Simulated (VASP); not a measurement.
# AlSn (P-6m2) in VASP: notebook, part 2 of 2

VASP 6.6.1.

### Step 4. Relaxation of cell and atoms, PBEsol

INCAR reads:

```
  ALGO = Normal
  EDIFF = 1E-6
  EDIFFG = -0.01
  ENCUT = 600
  GGA = PS
  IBRION = 2
  ISIF = 3
  ISMEAR = -1
  LASPH = T
  LCHARG = F
  LREAL = F
  LWAVE = F
  NELM = 100
  NSW = 60
  PREC = Accurate
  SIGMA = 0.05
```

KPOINTS reads:

```
k-points
0
Gamma
  7 7 8
```

POSCAR reads:

```
AlSn
1.0
    4.1981056157      0.0000000000      0.0000000000
   -2.0990528078      3.6356661109      0.0000000000
    0.0000000000      0.0000000000      3.3068470000
Sn Al
1 1
Direct
    0.3333333333      0.6666666667      0.5000000000
    0.0000000000      0.0000000000      0.0000000000
```

Run with:

```bash
$ cat potpaw_PBE.64/Sn_d/POTCAR potpaw_PBE.64/Al/POTCAR > POTCAR
$ mpirun -np 1 vasp_std > vasp.out
```

It took 2.3 min on 1 thread of AMD EPYC 7R43 (Zen 3), shared host; peak memory 0.17 GiB.

The run converged. Its results:

```yaml
Free_energy: -7.9767 eV
Relaxed_volume: 24.36 Å³/atom
Relaxed_cell: a = 4.139 Å, b = 4.139 Å, c = 3.283 Å, α = 90.00°, β = 90.00°, γ = 120.00°
Space_group_after_relaxing_to_0.05_Å: P-6m2 (No. 187)
Energy_gained_by_relaxing: 5.2 meV/atom
Ionic_steps: 6
Pressure_after_relaxing: 0.0 GPa
```

Step by step:
```
step  energy change (eV)  largest force (eV/Å)  pressure (GPa)  volume (Å³)
   1              0.0000                0.0000           -1.83        50.47
   2             -0.0096                0.0000            0.37        48.40
   3             -0.0101                0.0000            0.04        48.73
   4             -0.0101                0.0000           -0.03        48.76
   5             -0.0104                0.0000           -0.04        48.73
   6             -0.0105                0.0000           -0.03        48.72
```

Final structure:
```yaml
crystal:
  lattice:
    - [4.13929, 0.00000, 0.00000]
    - [-2.06965, 3.58473, 0.00000]
    - [0.00000, 0.00000, 3.28323]
  atoms:
    - { symbol: Sn, position: [0.33333, 0.66667, 0.50000] }
    - { symbol: Al, position: [0.00000, 0.00000, 0.00000] }
```

Levels at points of the mesh, in eV from the Fermi level:
```
           k point  band 6  band 7  band 8  band 9  band 10  band 11
(0.00, 0.00, 0.00)  -10.69   -0.18   -0.18    0.96     2.54     3.19
(0.00, 0.00, 0.50)   -7.61   -6.40    2.81    2.81     3.70     3.70
```

Caveat: the PAW data sets were made with another functional, which shifts forces and pressure a little; spin-orbit coupling is left out, which moves the levels of the heavy elements.

### Step 5. Relaxation of cell and atoms, RPBE

INCAR reads:

```
ALGO = Normal
EDIFF = 1E-7
EDIFFG = -0.01
ENCUT = 600
GGA = RP
IBRION = 2
ISIF = 3
ISMEAR = -1
LASPH = T
LCHARG = F
LREAL = F
LWAVE = F
NELM = 60
NSW = 60
PREC = Accurate
SIGMA = 0.05
```

KPOINTS is that of step 4.

POSCAR is that of step 4.

Run with:

```bash
$ cat potpaw_PBE.64/Sn_d/POTCAR potpaw_PBE.64/Al/POTCAR > POTCAR
$ mpirun -np 1 vasp_std > vasp.out
```

It took 2.8 min on 1 thread of AMD EPYC 7R43 (Zen 3), shared host; peak memory 0.17 GiB.

Results (log left out):

```yaml
Free_energy: -6.5977 eV
Relaxed_volume: 25.98 Å³/atom
Relaxed_cell: a = 4.240 Å, b = 4.240 Å, c = 3.336 Å, α = 90.00°, β = 90.00°, γ = 120.00°
Space_group_after_relaxing_to_0.05_Å: P-6m2 (No. 187)
Energy_gained_by_relaxing: 3.1 meV/atom
Ionic_steps: 6
Pressure_after_relaxing: 0.0 GPa
```

Step by step:
| step | energy change (eV) | largest force (eV/Å) | pressure (GPa) | volume (Å³) |
| --- | --- | --- | --- | --- |
| 1 | 0.0000 | 0.0000 | 1.43 | 50.47 |
| 2 | -0.0060 | 0.0000 | -0.22 | 52.13 |
| 3 | -0.0062 | 0.0000 | 0.02 | 51.88 |
| 4 | -0.0062 | 0.0000 | -0.01 | 51.91 |
| 5 | -0.0062 | 0.0000 | -0.02 | 51.94 |
| 6 | -0.0063 | 0.0000 | -0.02 | 51.95 |

Final structure:
```
Sn Al
1.0
     4.24037    0.00000    0.00000
    -2.12018    3.67227    0.00000
     0.00000    0.00000    3.33647
Sn Al
1 1
Direct
  0.33333 0.66667 0.50000
  0.00000 0.00000 0.00000
```

Levels at points of the mesh, in eV from the Fermi level:
| k point | band 4 | band 5 | band 6 | band 7 | band 8 | band 9 | band 10 | band 11 | band 12 |
| --- | --- | --- | --- | --- | --- | --- | --- | --- | --- |
| (0.00, 0.00, 0.00) | -21.29 | -21.29 | -10.25 | -0.22 | -0.22 | 0.58 | 2.58 | 3.09 | 3.09 |
| (0.00, 0.00, 0.50) | -21.30 | -21.24 | -7.30 | -6.08 | 2.66 | 2.66 | 3.50 | 3.50 | 3.63 |

Caveat: the PAW data sets were made with another functional, which shifts forces and pressure a little; spin-orbit coupling is left out, which moves the levels of the heavy elements.

### Step 6. Relaxation of cell and atoms, revPBE

INCAR reads:

```
ALGO     = Normal         # electronic algorithm
EDIFF    = 1E-7           # SCF threshold, eV
EDIFFG   = -0.01          # ionic threshold
ENCUT    = 600            # plane-wave cutoff, eV
GGA      = RE             # functional
IBRION   = 2              # ionic algorithm
ISIF     = 3              # what is computed and relaxed
ISMEAR   = -1             # smearing method
LASPH    = T              # aspherical terms in the spheres
LCHARG   = F              # write CHGCAR
LREAL    = F              # projectors in reciprocal space
LWAVE    = F              # write WAVECAR
NELM     = 100            # most SCF steps
NSW      = 60             # ionic steps
PREC     = Accurate       # precision mode
SIGMA    = 0.05           # smearing width, eV
```

KPOINTS is that of step 5.

POSCAR is that of step 5.

Potentials or basis: VASP PAW PBE potentials, release 64 (Sn_d, Al).

Run with:

```bash
$ cat potpaw_PBE.64/Sn_d/POTCAR potpaw_PBE.64/Al/POTCAR > POTCAR
$ mpirun -np 1 vasp_std > vasp.out
```

It took 2.7 min on 1 thread of AMD EPYC 7R43 (Zen 3), shared host; peak memory 0.17 GiB.

It converged, with:

```yaml
Free_energy: -6.7031 eV
Relaxed_volume: 25.79 Å³/atom
Relaxed_cell: a = 4.228 Å, b = 4.228 Å, c = 3.333 Å, α = 90.00°, β = 90.00°, γ = 120.00°
Space_group_after_relaxing_to_0.05_Å: P-6m2 (No. 187)
Energy_gained_by_relaxing: 1.9 meV/atom
Ionic_steps: 5
Pressure_after_relaxing: 0.0 GPa
```

Step by step:
```csv
step,energy change (eV),largest force (eV/Å),pressure (GPa),volume (Å³)
1,0.0000,0.0000,1.11,50.47
2,-0.0036,0.0000,-0.18,51.76
3,-0.0037,0.0000,0.02,51.55
4,-0.0037,0.0000,-0.01,51.57
5,-0.0037,0.0000,-0.01,51.59
```

Final structure:
```xyz
2
Lattice="4.2279 0.0000 0.0000 -2.1139 3.6614 0.0000 0.0000 0.0000 3.3327" Properties=species:S:1:pos:R:3 pbc="T T T"
Sn    0.0000    2.4410    1.6663
Al   -2.1139    3.6614    3.3327
```

Levels at points of the mesh, in eV from the Fermi level:
| k point | band 6 | band 7 | band 8 | band 9 | band 10 | band 11 |
| --- | --- | --- | --- | --- | --- | --- |
| (0.00, 0.00, 0.00) | -10.30 | -0.21 | -0.21 | 0.62 | 2.56 | 3.11 |
| (0.00, 0.00, 0.50) | -7.34 | -6.12 | 2.68 | 2.68 | 3.52 | 3.52 |

Caveat: the PAW data sets were made with another functional, which shifts forces and pressure a little; spin-orbit coupling is left out, which moves the levels of the heavy elements.

### Step 7. Overview

| level | potentials or basis | gap on the mesh (eV) | pressure (GPa) | relaxed volume (Å³/atom) |
| --- | --- | --- | --- | --- |
| LDA | VASP PAW LDA potentials, release 64 (Sn_d, Al) | none | 0.0 | 23.78 |
| PBE | VASP PAW PBE potentials, release 64 (Sn_d, Al) | none | 0.0 | 25.35 |
| PBEsol | VASP PAW PBE potentials, release 64 (Sn_d, Al) | none | 0.0 | 24.36 |
| RPBE | VASP PAW PBE potentials, release 64 (Sn_d, Al) | none | 0.0 | 25.98 |
| revPBE | VASP PAW PBE potentials, release 64 (Sn_d, Al) | none | 0.0 | 25.79 |

Alike in all rows: task relaxation of cell and atoms; no spin polarisation; cell relaxed; k mesh 7 × 7 × 8; cutoff (eV) 600; smearing fermi-dirac 0.05 eV.

Caveats: spin-orbit coupling is left out, which moves the levels of the heavy elements; the PAW data sets were made with another functional, which shifts forces and pressure a little (some runs).

Absolute energies hang on the potentials; compare differences alone.
